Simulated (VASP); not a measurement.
# H6C3NO: single point with PBE+D3(BJ)

H6C3NO:

```
H C N O
1.0
     5.08195    0.04698   -0.01903
     1.44038    5.33412    0.05212
     0.35031    2.48910    6.52585
H C N O
12 6 2 2
Direct
  0.72822 0.73080 0.97346
  0.27178 0.26920 0.02654
  0.64534 0.04327 0.76734
  0.35466 0.95673 0.23266
  0.12092 0.08198 0.78739
  0.87908 0.91802 0.21261
  0.21892 0.75848 0.98097
  0.78108 0.24152 0.01903
  0.75826 0.54772 0.51872
  0.24174 0.45228 0.48128
  0.50536 0.70051 0.65250
  0.49464 0.29949 0.34750
  0.90147 0.71773 0.69300
  0.09853 0.28227 0.30700
  0.81506 0.86294 0.84207
  0.18494 0.13706 0.15793
  0.04534 0.93882 0.91808
  0.95466 0.06118 0.08192
  0.70464 0.65810 0.61300
  0.29536 0.34190 0.38700
  0.14644 0.65242 0.64922
  0.85356 0.34758 0.35078
```

- Program: VASP 6.6.1
- Task: single point
- Functional: PBE
- Dispersion: D3(BJ)
- Potentials or basis: VASP PAW PBE potentials, release 64 (H, C, N, O)
- Cutoff: 520 eV
- k mesh: 4 × 4 × 4
- Occupations: gaussian, width 0.02 eV
- Spin: no spin polarisation
- Dipole correction: no
- Further INCAR settings: LREAL = Auto; ALGO = Normal; EDIFF = 1e-06; NBANDS = 46

The pressure is 0.2 GPa and the largest force is 0.370 eV/Å. The band gap on the k mesh is 4.38 eV, indirect (least direct gap 4.47 eV) and the dispersion energy per atom is -0.066 eV.

Forces in eV/Å, atoms in the order of the input:
```
H   -0.014 -0.009  0.019
H    0.014  0.009 -0.019
H   -0.014  0.017 -0.011
H    0.014 -0.017  0.011
H    0.013  0.009 -0.019
H   -0.013 -0.009  0.019
H    0.015 -0.017  0.010
H   -0.015  0.017 -0.010
H   -0.013  0.008  0.003
H    0.013 -0.008 -0.003
H    0.005 -0.011 -0.010
H   -0.005  0.011  0.010
C   -0.297  0.127  0.071
C    0.297 -0.127 -0.071
C    0.004 -0.001 -0.003
C   -0.004  0.001  0.003
C    0.010 -0.009 -0.007
C   -0.010  0.009  0.007
N   -0.036 -0.018 -0.007
N    0.036  0.018  0.007
O    0.335 -0.130 -0.085
O   -0.335  0.130  0.085
```

Stress tensor (GPa, compression positive):
```
 0.61 -0.20 -0.15
-0.20 -0.03  0.09
-0.15  0.09 -0.09
```

Levels at points of the mesh, in eV from the valence-band top:
```tsv
k point	band 27	band 28	band 29	band 30	band 31	band 32
(0.00, 0.00, 0.00)	-0.24	-0.23	0.00	5.08	5.26	5.86
(0.50, 0.00, 0.00)	-0.56	-0.53	-0.16	5.22	5.65	6.41
(0.00, 0.50, 0.00)	-0.29	-0.27	-0.01	4.80	4.91	6.65
(0.50, 0.50, 0.00)	-0.71	-0.35	-0.03	5.37	5.41	7.21
(0.00, 0.00, 0.50)	-0.24	-0.20	-0.04	4.86	5.44	6.68
(0.50, 0.00, 0.50)	-0.67	-0.66	-0.07	5.07	5.80	6.80
(0.00, 0.50, 0.50)	-0.25	-0.24	-0.09	4.38	5.29	6.41
(0.50, 0.50, 0.50)	-0.55	-0.44	-0.18	5.35	5.39	6.66
```

Wall time 5.5 min on 1 thread of Intel(R) Xeon(R) Platinum 8488C (Sapphire Rapids), with other jobs on the host, peak memory 0.39 GiB.

A k mesh can miss the band edges. Expect the measured gap to be larger: semilocal functionals such as PBE lack the derivative discontinuity.
